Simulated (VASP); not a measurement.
# GdN (P6_3mc) in VASP: single point with PBE

Aim: the single point of GdN with PBE.

Program: VASP 6.6.1. These are calculated values, not measurements. Logs are shortened: lines on timing, memory, paths and dates and some standing lists are left out, and cuts for length are marked.

## (1) The cell of the first run

It takes space group P6_3mc (No. 186, hexagonal). The conventional cell has a = 4.041 Å, b = 4.041 Å, c = 5.018 Å, α = 90.00°, β = 90.00°, γ = 120.00°. Within 3.1 Å of Gd (site symmetry 3m) lie 5 N at 2.34 to 2.62 Å. N (site symmetry 3m) has 5 Gd at 2.34 to 2.62 Å within 3.1 Å.

## (2) Single point, PBE, collinear spin, ferromagnetic start (17.74 Å³/atom)

INCAR reads:

```
ALGO     = Normal         # electronic algorithm
EDIFF    = 1E-6           # SCF threshold, eV
ENCUT    = 520            # plane-wave cutoff, eV
GGA      = PE             # functional
ISIF     = 2              # what is computed and relaxed
ISMEAR   = 0              # smearing method
ISPIN    = 2              # spin polarisation
LASPH    = T              # aspherical terms in the spheres
LCHARG   = T              # write CHGCAR
LELF     = T              # ELF
LMAXMIX  = 6              # l up to which the mixer works
LORBIT   = 11             # projections on sites
LREAL    = F              # projectors in reciprocal space
LVHAR    = T            
LWAVE    = F              # write WAVECAR
MAGMOM   = 7.5 7.5 0 0    # initial moments
NBANDS   = 35             # bands
NELM     = 150            # most SCF steps
PREC     = Accurate       # precision mode
SIGMA    = 0.05           # smearing width, eV
```

KPOINTS reads:

```
k-points
0
Gamma
  10 10 8
```

POSCAR reads:

```
GdN
1.0
    4.0409436037      0.0000000000      0.0000000000
   -2.0204718018      3.4995598161      0.0000000000
    0.0000000000      0.0000000000      5.0180614771
Gd N
2 2
Direct
    0.6666666667      0.3333333333      0.0518813080
    0.3333333333      0.6666666667      0.5518813080
    0.6666666667      0.3333333333      0.5733186920
    0.3333333333      0.6666666667      0.0733186920
```

Potentials or basis: VASP PAW PBE potentials, release 64 (Gd, N).

The run is started by

```bash
cat potpaw_PBE.64/Gd/POTCAR potpaw_PBE.64/N/POTCAR > POTCAR
mpirun -np 1 vasp_std > vasp.out
```

OUTCAR:

```text
EDIFF = 1E-6
   ENCUT = 520
   GGA = PE
   ISIF = 2
   ISMEAR = 0
   ISPIN = 2
   LASPH = T
   LORBIT = 11
   LREAL = F
   NELM = 150
   PREC = Accurate

 ion  position               nearest neighbor table
   1  0.667  0.333  0.052-   4 2.34   4 2.34   4 2.34   3 2.40   3 2.62   2 3.43   2 3.43   2 3.43
                             2 3.43   2 3.43   2 3.43
   2  0.333  0.667  0.552-   3 2.34   3 2.34   3 2.34   4 2.40   4 2.62   1 3.43   1 3.43   1 3.43
                             1 3.43   1 3.43   1 3.43
   3  0.667  0.333  0.573-   2 2.34   2 2.34   2 2.34   1 2.40   1 2.62
   4  0.333  0.667  0.073-   1 2.34   1 2.34   1 2.34   2 2.40   2 2.62

  LATTYP: Found a hexagonal cell.
 ALAT       =     4.0409436037
 C/A-ratio  =     1.2418043826

  Lattice vectors:

 A1 = (   4.0409436037,   0.0000000000,   0.0000000000)
 A2 = (  -2.0204718018,   3.4995598161,   0.0000000000)
 A3 = (   0.0000000000,   0.0000000000,   5.0180614771)

Analysis of symmetry for initial positions (statically):
=====================================================================
 Subroutine PRICEL returns:
 Original cell was already a primitive cell.

 Routine SETGRP: Setting up the symmetry group for a
 hexagonal supercell.

 Subroutine GETGRP returns: Found 12 space group operations
 (whereof  6 operations were pure point group operations)
 out of a pool of 24 trial point group operations.

The static configuration has the point symmetry C_3v.
 The point group associated with its full space group is C_6v.

Analysis of symmetry for dynamics (positions and initial velocities):
=====================================================================
 Subroutine PRICEL returns:
 Original cell was already a primitive cell.

 Routine SETGRP: Setting up the symmetry group for a
 hexagonal supercell.

 Subroutine GETGRP returns: Found 12 space group operations
 (whereof  6 operations were pure point group operations)
 out of a pool of 24 trial point group operations.

The dynamic configuration has the point symmetry C_3v.
 The point group associated with its full space group is C_6v.

Analysis of structural, dynamic, and magnetic symmetry:
=====================================================================
 Subroutine PRICEL returns:
 Original cell was already a primitive cell.

 Routine SETGRP: Setting up the symmetry group for a
 hexagonal supercell.

 Subroutine GETGRP returns: Found 12 space group operations
 (whereof  6 operations were pure point group operations)
 out of a pool of 24 trial point group operations.

The overall configuration has the point symmetry C_3v.
 The point group associated with its full space group is C_6v.

 Subroutine INISYM returns: Found 12 space group operations
 (whereof  6 operations are pure point group operations),
 and found     1 'primitive' translations

----------------------------------------------------------------------------------------

                                     Primitive cell

  volume of cell :      70.9630

  direct lattice vectors                    reciprocal lattice vectors
     4.040943604  0.000000000  0.000000000     0.247466953  0.142875112  0.000000000
    -2.020471802  3.499559816  0.000000000     0.000000000  0.285750224  0.000000000
     0.000000000  0.000000000  5.018061477     0.000000000  0.000000000  0.199280141

  length of vectors
     4.040943604  4.040943604  5.018061477     0.285750224  0.285750224  0.199280141

  position of ions in fractional coordinates (direct lattice)
     0.666666667  0.333333333  0.051881308
     0.333333333  0.666666667  0.551881308
     0.666666667  0.333333333  0.573318692
     0.333333333  0.666666667  0.073318692

  ion indices of the primitive-cell ions
   primitive index   ion index
                 1           1
                 2           2
                 3           3
                 4           4

----------------------------------------------------------------------------------------

 KPOINTS: k-points

Automatic generation of k-mesh.
 Grid dimensions read from file:
 generate k-points for:   10   10    8

 Generating k-lattice:

  Cartesian coordinates                     Fractional coordinates (reciprocal lattice)
     0.024746695  0.014287511  0.000000000     0.100000000  0.000000000  0.000000000
     0.000000000  0.028575022  0.000000000     0.000000000  0.100000000  0.000000000
     0.000000000  0.000000000  0.024910018     0.000000000  0.000000000  0.125000000

  Length of vectors
     0.028575022  0.028575022  0.024910018

  Shift w.r.t. Gamma in fractional coordinates (k-lattice)
     0.000000000  0.000000000  0.000000000

 Subroutine IBZKPT returns following result:
 ===========================================

 Found     70 irreducible k-points:

 Following reciprocal coordinates:
            Coordinates               Weight
  0.000000  0.000000  0.000000      1.000000
  0.100000  0.000000  0.000000      6.000000
  0.200000  0.000000  0.000000      6.000000
  0.300000 -0.000000  0.000000      6.000000
  0.400000 -0.000000  0.000000      6.000000
  0.500000 -0.000000  0.000000      3.000000
[... 16 lines left out ...]
  0.300000  0.100000  0.125000     24.000000
  0.400000  0.100000  0.125000     24.000000
 [... further k-points ...]
   k-points           NKPTS =     70   k-points in BZ     NKDIM =     70   number of bands    NBANDS=     35
   number of dos      NEDOS =    301   number of ions     NIONS =      4
   total plane-waves  NPLWV =  36000
   dimension x,y,z NGX =    30 NGY =   30 NGZ =   40
   dimension x,y,z NGXF=    60 NGYF=   60 NGZF=   80
   ions per type =               2   2
   NGX,Y,Z   is equivalent  to a cutoff of  12.34, 12.34, 13.25 a.u.
   NGXF,Y,Z  is equivalent  to a cutoff of  24.68, 24.68, 26.50 a.u.
 SYSTEM =  unknown system
   PREC   = accura    normal or accurate (medium, high low for compatibility)
   ISTART =      0    job   : 0-new  1-cont  2-samecut
   ICHARG =      2    charge: 1-file 2-atom 10-const
   ISPIN  =      2    spin polarized calculation?
   LNONCOLLINEAR =      F non collinear calculations
   LSORBIT =      F    spin-orbit coupling
   LASPH  =      T    aspherical Exc in radial PAW
   ENCUT  =  520.0 eV  38.22 Ry    6.18 a.u.   7.51  7.51  9.33*2*pi/ulx,y,z
   NELM   =    150;   NELMIN=  2; NELMDL= -5     # of ELM steps
   EDIFF  = 0.1E-05   stopping-criterion for ELM
   LREAL  =      F    real-space projection
[... 7 lines left out ...]
   TEBEG  =    0.0;   TEEND  =   0.0 temperature during run
   PSTRESS=    0.0 pullay stress
   NELECT =      46.0000    total number of electrons
   NUPDOWN=      -1.0000    fix difference up-down
   EMIN   =  10.00;   EMAX   =-10.00  energy-range for DOS
   EFERMI =   0.00;   METHOD = LEGACY
   ISMEAR =     0;   SIGMA  =   0.05  broadening in eV -4-tet -1-fermi 0-gaus
   EFERMI_NEDOS =   21; number of points for ismear=-14 and -15
   IALGO  =     38    algorithm
   IMIX   =      4    mixing-type and parameters
     AMIX     =   0.40;   BMIX     =  1.00
     AMIX_MAG =   1.60;   BMIX_MAG =  1.00
  volume/ion in A,a.u.               =      17.74       119.72
  Fermi-wavevector in a.u.,A,eV,Ry     =   1.416827  2.677414 27.312304  2.007398
  Thomas-Fermi vector in A             =   2.538121
   LORBIT       =     11    0 simple, 1 ext, 2 COOP (PROOUT), +10 PAW based schemes
   GGA     = PE    functional components
   LHFCALC =     F    Hartree Fock is set to
   AEXX    =    0.0000 exact exchange contribution
   IVDW    =     0    specifies the selected vdW correction
   LEPSILON=     F    determine dielectric tensor
   LRPA    =     F    only Hartree local field effects (RPA)
 spin polarized calculation
 Gauss-broadening in eV      SIGMA  =   0.05
  energy-cutoff  :      520.00
  volume of cell :       70.96
 maximum number of plane-waves:      1938
   NGX = 15   NGY = 15   NGZ = 19

 number of electron      46.0000003 magnetization       9.8462505

 number of electron      45.9999997 magnetization      13.9999988

 Free energy of the ion-electron system (eV)
  ---------------------------------------------------
  ext. energy  EPLUGINS =         0.00000000
  ---------------------------------------------------
  free energy    TOTEN  =       -46.11512161 eV

  energy without entropy =      -46.11512161  energy(sigma->0) =      -46.11512161

 E-fermi :   3.3866     XC(G=0): -10.6244

 val. band max:        3.1609112457   @ k =   0.0000   0.0000   0.0000
 cond. band min:       3.6402671837   @ k =   0.3000   0.3000   0.0000
 fundamental gap:      0.4793559381
 Fermi energy:         3.3865959049

 spin component 1

 k-point     1 :       0.0000    0.0000    0.0000
  band No.  band energies     occupation
      1     -40.6742      1.00000
      2     -40.5434      1.00000
      3     -18.5908      1.00000
      4     -18.1463      1.00000
      5     -18.1463      1.00000
      6     -17.8516      1.00000
[... 27 lines left out ...]
     34       7.6364      0.00000
     35       8.7987      0.00000

 k-point     2 :       0.1000    0.0000    0.0000
  band No.  band energies     occupation
      1     -40.6702      1.00000
      2     -40.5451      1.00000
      3     -18.5698      1.00000
      4     -18.1814      1.00000
      5     -18.1604      1.00000
      6     -17.8975      1.00000
[... 27 lines left out ...]
     34       7.7493      0.00000
     35       8.5796      0.00000
[... 796 lines left out ...]
     34       8.4503      0.00000
     35       8.7446      0.00000

 k-point    24 :       0.4000    0.1000    0.1250
  band No.  band energies     occupation
      1     -40.6165      1.00000
      2     -40.5763      1.00000
      3     -18.5743      1.00000
      4     -18.3767      1.00000
      5     -18.2858      1.00000
      6     -18.1456      1.00000
[... 27 lines left out ...]
     34       7.9159      0.00000
     35       8.5400      0.00000

 [... further k-points ...]

 spin component 2

 k-point     1 :       0.0000    0.0000    0.0000
  band No.  band energies     occupation
      1     -37.5757      1.00000
      2     -37.4079      1.00000
      3     -16.5593      1.00000
      4     -16.0052      1.00000
      5     -16.0052      1.00000
      6     -15.6444      1.00000
[... 27 lines left out ...]
     34       8.5706      0.00000
     35       9.6980      0.00000

 k-point     2 :       0.1000    0.0000    0.0000
  band No.  band energies     occupation
      1     -37.5704      1.00000
      2     -37.4099      1.00000
      3     -16.5344      1.00000
      4     -16.0613      1.00000
      5     -16.0237      1.00000
      6     -15.7178      1.00000
[... 27 lines left out ...]
     34       8.6968      0.00000
     35       9.5420      0.00000
[... 796 lines left out ...]
     34       9.2836      0.00000
     35       9.5270      0.00000

 k-point    24 :       0.4000    0.1000    0.1250
  band No.  band energies     occupation
      1     -37.5001      1.00000
      2     -37.4485      1.00000
      3     -16.6341      1.00000
      4     -16.4038      1.00000
      5     -16.1909      1.00000
      6     -16.0193      1.00000
[... 27 lines left out ...]
     34       8.7766      0.00000
     35       9.5115      0.00000

 [... further k-points ...]
[... 5 lines left out ...]
  --------------------------------------------------------------------------------------
  -------------------------------------------------------------------------------------
  Total        1.2109196      1.2109196      1.2002257      0.0000000      0.0000000      0.0000000
  in kB       27.3396979     27.3396979     27.0982541      0.0000000      0.0000000      0.0000000
  external PRESSURE =      27.2592166 kB  Pullay stress =       0.0000000 kB

 VOLUME and BASIS-vectors are now :
 -----------------------------------------------------------------------------
  energy-cutoff  :      520.00
  volume of cell :       70.96
      direct lattice vectors                 reciprocal lattice vectors
     4.040943604  0.000000000  0.000000000     0.247466953  0.142875112  0.000000000
    -2.020471802  3.499559816  0.000000000     0.000000000  0.285750224  0.000000000
     0.000000000  0.000000000  5.018061477     0.000000000  0.000000000  0.199280141

 POSITION                                       TOTAL-FORCE (eV/Angst)
 -----------------------------------------------------------------------------------
      2.02047      1.16652      0.26034        -0.000000     -0.000000      0.008948
     -0.00000      2.33304      2.76937        -0.000000      0.000000      0.008948
      2.02047      1.16652      2.87695         0.000000      0.000000     -0.008948
     -0.00000      2.33304      0.36792        -0.000000      0.000000     -0.008948
 -----------------------------------------------------------------------------------
    total drift:                               -0.000000     -0.000001      0.000306

  FREE ENERGIE OF THE ION-ELECTRON SYSTEM (eV)
  ---------------------------------------------------
  free  energy   TOTEN  =       -46.1151216118 eV

  energy  without entropy=      -46.1151216118  energy(sigma->0) =      -46.11512161

 total charge

# of ion       s       p       d       f       tot
--------------------------------------------------
    1        2.039   5.655   0.572   7.001  15.266
    2        2.039   5.655   0.572   7.001  15.266
    3        1.255   2.411   0.000   0.000   3.667
    4        1.255   2.411   0.000   0.000   3.667
--------------------------------------------------
tot          6.588  16.133   1.143  14.001  37.865

 magnetization (x)

# of ion       s       p       d       f       tot
--------------------------------------------------
    1       -0.004  -0.081   0.075   6.808   6.798
    2       -0.004  -0.081   0.075   6.808   6.798
    3       -0.007  -0.061   0.000   0.000  -0.069
    4       -0.007  -0.061   0.000   0.000  -0.069
--------------------------------------------------
tot         -0.022  -0.285   0.150  13.616  13.458
```

It took 35 min on 1 thread of Intel Xeon 8259CL, shared host; peak memory 0.42 GiB.

What came out:

```
Free energy                                           : -46.1151 eV
Pressure                                              : 2.7 GPa
Largest force                                         : 0.009 eV/Å
Band gap on the k mesh                                : 0.48 eV (least direct gap 0.90 eV)
Net moment                                            : 14.00 μB per cell
Site moments                                          : Gd +6.80; N -0.07 μB
Valence electrons inside the program's atomic spheres : Gd 15.27; N 3.67
```

Forces in eV/Å, atoms in the order of the input:
```
Gd   0.000  0.000  0.009
Gd   0.000  0.000  0.009
N    0.000  0.000 -0.009
N    0.000  0.000 -0.009
```

Levels at points of the mesh, in eV from the valence-band top:
Spin up:
```tsv
k point	band 28	band 29	band 30	band 31	band 32	band 33
(0.00, 0.00, 0.00)	-2.36	-1.38	0.00	1.47	2.43	2.43
(0.50, 0.00, 0.00)	-1.26	-1.11	-0.74	1.44	2.18	2.38
(0.00, 0.00, 0.50)	-2.77	-2.50	-2.50	2.98	2.98	4.96
(0.50, 0.00, 0.50)	-2.05	-1.29	-1.29	2.83	2.83	4.26
```
Spin down:
| k point | band 12 | band 13 | band 14 | band 15 | band 16 | band 17 | band 18 | band 19 | band 20 | band 21 |
| --- | --- | --- | --- | --- | --- | --- | --- | --- | --- | --- |
| (0.00, 0.00, 0.00) | -2.68 | -2.21 | -2.21 | -1.07 | -1.06 | 0.90 | 1.76 | 1.76 | 1.83 | 1.83 |
| (0.50, 0.00, 0.00) | -2.22 | -1.54 | -1.35 | -1.31 | -1.10 | 1.39 | 1.61 | 1.75 | 1.94 | 1.96 |
| (0.00, 0.00, 0.50) | -2.73 | -2.64 | -2.64 | -2.64 | -2.64 | 1.61 | 1.61 | 1.79 | 1.79 | 1.79 |
| (0.50, 0.00, 0.50) | -3.41 | -2.20 | -2.20 | -1.38 | -1.38 | 1.67 | 1.67 | 1.85 | 1.85 | 1.92 |

Caveat: spin-orbit coupling is left out, which moves the levels of the heavy elements; semilocal functionals describe open f shells poorly, which spoils levels, moments and volumes.
